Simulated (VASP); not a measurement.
# CdSe (P1) in VASP: single point with revpbe exchange, lda correlation

Aim: the single point of CdSe with revpbe exchange, lda correlation.

Program: VASP 6.6.1. These are calculated values, not measurements. Logs are shortened: lines on timing, memory, paths and dates and some standing lists are left out, and cuts for length are marked.

### 1 The cell of the first run

The typed cell holds 2 atoms: a = 4.349 Å, b = 4.310 Å, c = 4.354 Å, α = 59.39°, β = 60.72°, γ = 60.35°.

### 2 Single point, revpbe exchange, lda correlation, collinear spin (the cell strained at random)

Input file POSCAR:

```
CdSe
1.0
   -0.0309360000      3.0743190000      3.0763020000
    3.0701600000      0.0209350000      3.0244300000
    3.1022040000      3.0544920000     -0.0111080000
Cd Se
1 1
Direct
    0.0000000000      0.0000000000      0.0000000000
    0.2500000000      0.2500000000      0.2500000000
```

Input file INCAR.step1:

```
SYSTEM = CdSe
  PREC = Accurate
  ENCUT = 400
  EDIFF = 1E-6
  ISMEAR = 0
  SIGMA = 0.025
  LREAL = .FALSE.
  LASPH = .TRUE.
  NELM = 200
  ALGO = Normal
  ISIF = 2
  LWAVE = .FALSE.
  LCHARG = .TRUE.
  ISPIN = 2
  MAGMOM = -0.5 0
  GGA = LIBXC
  LIBXC1 = GGA_X_PBE_R
  LIBXC2 = LDA_C_PW
  NBANDS = 20
  GGA_COMPAT = .FALSE.
  NEDOS = 2001
  LORBIT = 11
```

Input file KPOINTS.step1:

```
regular mesh
0
G
  8 8 8
  0 0 0
```

Input file INCAR.step2:

```
SYSTEM = CdSe
  PREC = Accurate
  ENCUT = 400
  EDIFF = 1E-6
  ISMEAR = -5
  SIGMA = 0.025
  LREAL = .FALSE.
  LASPH = .TRUE.
  NELM = 200
  ALGO = Normal
  ISIF = 2
  LWAVE = .FALSE.
  LCHARG = .FALSE.
  ISPIN = 2
  MAGMOM = -0.5 0
  LORBIT = 10
  GGA = LIBXC
  LIBXC1 = GGA_X_PBE_R
  LIBXC2 = LDA_C_PW
  NBANDS = 20
  NEDOS = 2001
  ICHARG = 11
  GGA_COMPAT = .FALSE.
```

Input file KPOINTS.step2:

```
regular mesh
0
G
  12 12 12
  0 0 0
```

Potentials or basis: VASP PAW PBE potentials, release 64 (Cd, Se).

Started as:

```sh
cat potpaw_PBE.64/Cd/POTCAR potpaw_PBE.64/Se/POTCAR > POTCAR
cp INCAR.step1 INCAR
cp KPOINTS.step1 KPOINTS
mpirun -np 1 vasp_std > vasp.out
cp INCAR.step2 INCAR
cp KPOINTS.step2 KPOINTS
mpirun -np 1 vasp_std > vasp.out
```

OUTCAR:

```text
SYSTEM = CdSe
   PREC = Accurate
   ENCUT = 400
   EDIFF = 1E-6
   ISMEAR = -5
   LREAL = .FALSE.
   LASPH = .TRUE.
   NELM = 200
   ISIF = 2
   ISPIN = 2
   LORBIT = 10
   GGA = LIBXC
   ICHARG = 11

 ion  position               nearest neighbor table
   1  0.000  0.000  0.000-   2 2.63   2 2.65   2 2.67   2 2.69
   2  0.250  0.250  0.250-   1 2.63   1 2.65   1 2.67   1 2.69

  LATTYP: Found a triclinic cell.
 ALAT       =     4.3096980781
 B/A-ratio  =     1.0091788309
 C/A-ratio  =     0.9958048135
 COS(alpha) =     0.0007018895
 COS(beta)  =     0.4876238176
 COS(gamma) =     0.4947424293

  Lattice vectors:

 A1 = (   3.0701600000,   0.0209350000,   3.0244300000)
 A2 = (  -0.0309360000,   3.0743190000,   3.0763020000)
 A3 = (  -0.0320440000,  -3.0335570000,   3.0355380000)

Analysis of symmetry for initial positions (statically):
=====================================================================
 Subroutine PRICEL returns:
 Original cell was already a primitive cell.

 Routine SETGRP: Setting up the symmetry group for a
 triclinic supercell.

 Subroutine GETGRP returns: Found  1 space group operations
 (whereof  1 operations were pure point group operations)
 out of a pool of  2 trial point group operations.

The static configuration has the point symmetry C_1 .

Analysis of symmetry for dynamics (positions and initial velocities):
=====================================================================
 Subroutine PRICEL returns:
 Original cell was already a primitive cell.

 Routine SETGRP: Setting up the symmetry group for a
 triclinic supercell.

 Subroutine GETGRP returns: Found  1 space group operations
 (whereof  1 operations were pure point group operations)
 out of a pool of  2 trial point group operations.

The dynamic configuration has the point symmetry C_1 .

Analysis of structural, dynamic, and magnetic symmetry:
=====================================================================
 Subroutine PRICEL returns:
 Original cell was already a primitive cell.

 Routine SETGRP: Setting up the symmetry group for a
 triclinic supercell.

 Subroutine GETGRP returns: Found  1 space group operations
 (whereof  1 operations were pure point group operations)
 out of a pool of  2 trial point group operations.

The overall configuration has the point symmetry C_1 .

 Subroutine INISYM returns: Found  1 space group operations
 (whereof  1 operations are pure point group operations),
 and found     1 'primitive' translations

----------------------------------------------------------------------------------------

                                     Primitive cell

  volume of cell :      57.8842

  direct lattice vectors                    reciprocal lattice vectors
    -0.030936000  3.074319000  3.076302000    -0.159600143  0.162678225  0.160887277
     3.070160000  0.020935000  3.024430000     0.162923322 -0.164863114  0.166395236
     3.102204000  3.054492000 -0.011108000     0.159519472  0.164782442 -0.163072058

  length of vectors
     4.349256068  4.309698078  4.353586386     0.278964382  0.285326531  0.281411107

  position of ions in fractional coordinates (direct lattice)
     0.000000000  0.000000000  0.000000000
     0.250000000  0.250000000  0.250000000

  ion indices of the primitive-cell ions
   primitive index   ion index
                 1           1
                 2           2

----------------------------------------------------------------------------------------

 KPOINTS: regular mesh

Automatic generation of k-mesh.
 Grid dimensions read from file:
 generate k-points for:   12   12   12

 Generating k-lattice:

  Cartesian coordinates                     Fractional coordinates (reciprocal lattice)
    -0.013300012  0.013556519  0.013407273     0.083333333 -0.000000000  0.000000000
     0.013576943 -0.013738593  0.013866270     0.000000000  0.083333333 -0.000000000
     0.013293289  0.013731870 -0.013589338     0.000000000  0.000000000  0.083333333

  Length of vectors
     0.023247032  0.023777211  0.023450926

  Shift w.r.t. Gamma in fractional coordinates (k-lattice)
     0.000000000  0.000000000  0.000000000

 TETIRR: Found   5184 inequivalent tetrahedra from    10368

 Subroutine IBZKPT returns following result:
 ===========================================

 Found    868 irreducible k-points:

 Following reciprocal coordinates:
            Coordinates               Weight
  0.000000  0.000000  0.000000      1.000000
  0.083333  0.000000 -0.000000      2.000000
  0.166667  0.000000 -0.000000      2.000000
  0.250000  0.000000  0.000000      2.000000
  0.333333  0.000000  0.000000      2.000000
  0.416667  0.000000 -0.000000      2.000000
[... 16 lines left out ...]
  0.250000  0.166667 -0.000000      2.000000
  0.333333  0.166667 -0.000000      2.000000
 [... further k-points ...]
   k-points           NKPTS =    868   k-points in BZ     NKDIM =    868   number of bands    NBANDS=     20
   number of dos      NEDOS =   2001   number of ions     NIONS =      2
   total plane-waves  NPLWV =  21952
   dimension x,y,z NGX =    28 NGY =   28 NGZ =   28
   dimension x,y,z NGXF=    56 NGYF=   56 NGZF=   56
   ions per type =               1   1
   NGX,Y,Z   is equivalent  to a cutoff of  10.70, 10.80, 10.69 a.u.
   NGXF,Y,Z  is equivalent  to a cutoff of  21.41, 21.60, 21.38 a.u.
 SYSTEM =  CdSe
   PREC   = accura    normal or accurate (medium, high low for compatibility)
   ISTART =      0    job   : 0-new  1-cont  2-samecut
   ICHARG =     11    charge: 1-file 2-atom 10-const
   ISPIN  =      2    spin polarized calculation?
   LNONCOLLINEAR =      F non collinear calculations
   LSORBIT =      F    spin-orbit coupling
   LASPH  =      T    aspherical Exc in radial PAW
   ENCUT  =  400.0 eV  29.40 Ry    5.42 a.u.   7.09  7.03  7.10*2*pi/ulx,y,z
   NELM   =    200;   NELMIN=  2; NELMDL=  0     # of ELM steps
   EDIFF  = 0.1E-05   stopping-criterion for ELM
   LREAL  =      F    real-space projection
   EDIFFG = 0.1E-04   stopping-criterion for IOM
   NSW    =      0    number of steps for IOM
   IBRION =     -1    ionic relax: 0-MD 1-quasi-New 2-CG
   NFREE  =      0    steps in history (QN), initial steepest desc. (CG)
   ISIF   =      2    stress and relaxation
   ISYM   =      2    0-nonsym 1-usesym 2-fastsym
   POTIM  = 0.5000    time-step for ionic-motion
   TEBEG  =    0.0;   TEEND  =   0.0 temperature during run
   PSTRESS=    0.0 pullay stress
   NELECT =      18.0000    total number of electrons
   NUPDOWN=      -1.0000    fix difference up-down
   EMIN   =  10.00;   EMAX   =-10.00  energy-range for DOS
   EFERMI =   0.00;   METHOD = LEGACY
   ISMEAR =    -5;   SIGMA  =   0.03  broadening in eV -4-tet -1-fermi 0-gaus
   EFERMI_NEDOS =   21; number of points for ismear=-14 and -15
   IALGO  =     38    algorithm
   IMIX   =      4    mixing-type and parameters
     AMIX     =   0.40;   BMIX     =  1.00
     AMIX_MAG =   1.60;   BMIX_MAG =  1.00
  volume/ion in A,a.u.               =      28.94       195.31
  Fermi-wavevector in a.u.,A,eV,Ry     =   1.109121  2.095935 16.737199  1.230149
  Thomas-Fermi vector in A             =   2.245657
   LORBIT       =     10    0 simple, 1 ext, 2 COOP (PROOUT), +10 PAW based schemes
   GGA     = LIBXC    functional components
   LHFCALC =     F    Hartree Fock is set to
   AEXX    =    0.0000 exact exchange contribution
   IVDW    =     0    specifies the selected vdW correction
   LEPSILON=     F    determine dielectric tensor
   LRPA    =     F    only Hartree local field effects (RPA)
 spin polarized calculation
 Fermi weights with tetrahedron method with Bloechl corrections
  energy-cutoff  :      400.00
  volume of cell :       57.88
 maximum number of plane-waves:      1066

 number of electron      17.9999994 magnetization      -0.0000108

 Free energy of the ion-electron system (eV)
  ---------------------------------------------------
  ext. energy  EPLUGINS =         0.00000000
  ---------------------------------------------------
  free energy    TOTEN  =        -3.55672655 eV

  energy without entropy =       -3.55672655  energy(sigma->0) =       -3.55672655

 E-fermi :   0.8289     XC(G=0):  -8.3634

 val. band max:        0.8118200836   @ k =   0.0000   0.0000   0.0000
 cond. band min:       1.5233022302   @ k =   0.0000   0.0000   0.0000
 fundamental gap:      0.7114821466
 Fermi energy:         0.8289394100

 spin component 1

 k-point     1 :       0.0000    0.0000    0.0000
  band No.  band energies     occupation
      1     -11.6394      1.00000
      2      -7.2111      1.00000
      3      -7.1982      1.00000
      4      -7.1878      1.00000
      5      -6.8744      1.00000
      6      -6.8725      1.00000
[... 12 lines left out ...]
     19      13.4273      0.00000
     20      15.8636      0.00000
[... 507 lines left out ...]
 k-point    24 :       0.3333    0.1667   -0.0000
  band No.  band energies     occupation
      1     -11.4038      1.00000
      2      -7.1286      1.00000
      3      -7.1029      1.00000
      4      -6.9569      1.00000
      5      -6.8511      1.00000
      6      -6.8338      1.00000
[... 12 lines left out ...]
     19      16.5407      0.00000
     20      16.9468      0.00000

 [... further k-points ...]

 spin component 2

 k-point     1 :       0.0000    0.0000    0.0000
  band No.  band energies     occupation
      1     -11.6394      1.00000
      2      -7.2110      1.00000
      3      -7.1981      1.00000
      4      -7.1877      1.00000
      5      -6.8743      1.00000
      6      -6.8724      1.00000
[... 12 lines left out ...]
     19      13.4273      0.00000
     20      15.8638      0.00000
[... 507 lines left out ...]
 k-point    24 :       0.3333    0.1667   -0.0000
  band No.  band energies     occupation
      1     -11.4038      1.00000
      2      -7.1286      1.00000
      3      -7.1029      1.00000
      4      -6.9568      1.00000
      5      -6.8510      1.00000
      6      -6.8337      1.00000
[... 12 lines left out ...]
     19      16.5408      0.00000
     20      16.9468      0.00000

 [... further k-points ...]

------------------------ aborting loop because EDIFF is reached ----------------------------------------

  FORCE on cell =-STRESS in cart. coord.  units (eV):
  Direction    XX          YY          ZZ          XY          YZ          ZX
  --------------------------------------------------------------------------------------
  -------------------------------------------------------------------------------------
  Total        2.5424394      2.6091148      2.6081054     -0.0183992     -0.2295646      0.3492792
  in kB       70.3721811     72.2176896     72.1897506     -0.5092704     -6.3541197      9.6676996
  external PRESSURE =      71.5932071 kB  Pullay stress =       0.0000000 kB

 VOLUME and BASIS-vectors are now :
 -----------------------------------------------------------------------------
  energy-cutoff  :      400.00
  volume of cell :       57.88
      direct lattice vectors                 reciprocal lattice vectors
    -0.030936000  3.074319000  3.076302000    -0.159600143  0.162678225  0.160887277
     3.070160000  0.020935000  3.024430000     0.162923322 -0.164863114  0.166395236
     3.102204000  3.054492000 -0.011108000     0.159519472  0.164782442 -0.163072058

 POSITION                                       TOTAL-FORCE (eV/Angst)
 -----------------------------------------------------------------------------------
      0.00000      0.00000      0.00000         0.098098     -0.148301      0.011849
      1.53536      1.53744      1.52241        -0.098098      0.148301     -0.011849
 -----------------------------------------------------------------------------------
    total drift:                               -0.000123      0.000195      0.000090

  FREE ENERGIE OF THE ION-ELECTRON SYSTEM (eV)
  ---------------------------------------------------
  free  energy   TOTEN  =        -3.5567265549 eV

  energy  without entropy=       -3.5567265549  energy(sigma->0) =       -3.55672655

 total charge

# of ion       s       p       d       tot
------------------------------------------
    1        0.445   0.295   9.568  10.307
    2        1.454   2.434   0.020   3.908
--------------------------------------------------
tot          1.899   2.729   9.587  14.215

 magnetization (x)

# of ion       s       p       d       tot
------------------------------------------
    1        0.000  -0.000   0.000   0.000
    2        0.000  -0.000  -0.000   0.000
--------------------------------------------------
tot          0.000  -0.000   0.000   0.000
```

Run time: 15 min. Hardware: 1 thread of Intel Xeon 6975P-C (Granite Rapids), shared host; peak memory 0.99 GiB.

What came out:

```
Net moment                                            : 0.00 μB per cell
Valence electrons inside the program's atomic spheres : Cd 10.31; Se 3.91
```

Levels at points of the mesh, in eV from the valence-band top:
Spin up:
```tsv
k point	band 5	band 6	band 7	band 8	band 9	band 10	band 11	band 12	band 13	band 14
(0.00, 0.00, 0.00)	-7.69	-7.68	-0.08	-0.04	0.00	0.71	5.94	6.08	6.23	10.15
(0.50, 0.00, 0.00)	-7.66	-7.42	-4.11	-0.70	-0.64	2.55	6.60	6.75	7.60	10.50
(0.00, 0.50, 0.00)	-7.66	-7.40	-4.13	-0.80	-0.74	2.43	6.48	6.61	7.76	10.41
(0.50, 0.50, 0.00)	-7.63	-7.34	-3.88	-1.75	-1.73	3.54	3.79	9.32	10.10	10.23
(0.00, 0.00, 0.50)	-7.66	-7.41	-4.12	-0.73	-0.68	2.51	6.57	6.67	7.66	10.45
(0.50, 0.00, 0.50)	-7.63	-7.34	-3.87	-1.81	-1.67	3.50	3.83	9.36	10.06	10.24
(0.00, 0.50, 0.50)	-7.64	-7.36	-3.95	-1.73	-1.63	3.57	3.93	9.21	10.14	10.20
(0.50, 0.50, 0.50)	-7.66	-7.41	-4.12	-0.77	-0.69	2.47	6.48	6.72	7.70	10.45
```
Spin down:
```tsv
k point	band 5	band 6	band 7	band 8	band 9	band 10	band 11	band 12	band 13	band 14
(0.00, 0.00, 0.00)	-7.69	-7.68	-0.08	-0.04	0.00	0.71	5.94	6.08	6.23	10.15
(0.50, 0.00, 0.00)	-7.66	-7.42	-4.11	-0.70	-0.64	2.55	6.60	6.75	7.60	10.50
(0.00, 0.50, 0.00)	-7.66	-7.40	-4.13	-0.80	-0.74	2.43	6.48	6.61	7.76	10.41
(0.50, 0.50, 0.00)	-7.63	-7.34	-3.88	-1.75	-1.73	3.54	3.79	9.32	10.10	10.23
(0.00, 0.00, 0.50)	-7.66	-7.41	-4.12	-0.73	-0.68	2.51	6.57	6.67	7.66	10.45
(0.50, 0.00, 0.50)	-7.63	-7.34	-3.87	-1.81	-1.67	3.50	3.83	9.36	10.06	10.24
(0.00, 0.50, 0.50)	-7.64	-7.36	-3.95	-1.73	-1.63	3.57	3.93	9.21	10.14	10.20
(0.50, 0.50, 0.50)	-7.66	-7.41	-4.12	-0.77	-0.69	2.47	6.48	6.72	7.70	10.45
```

Caveat: the cell differs from its parent crystal (the cell strained at random); the PAW data sets were made with another functional, which shifts forces and pressure a little.
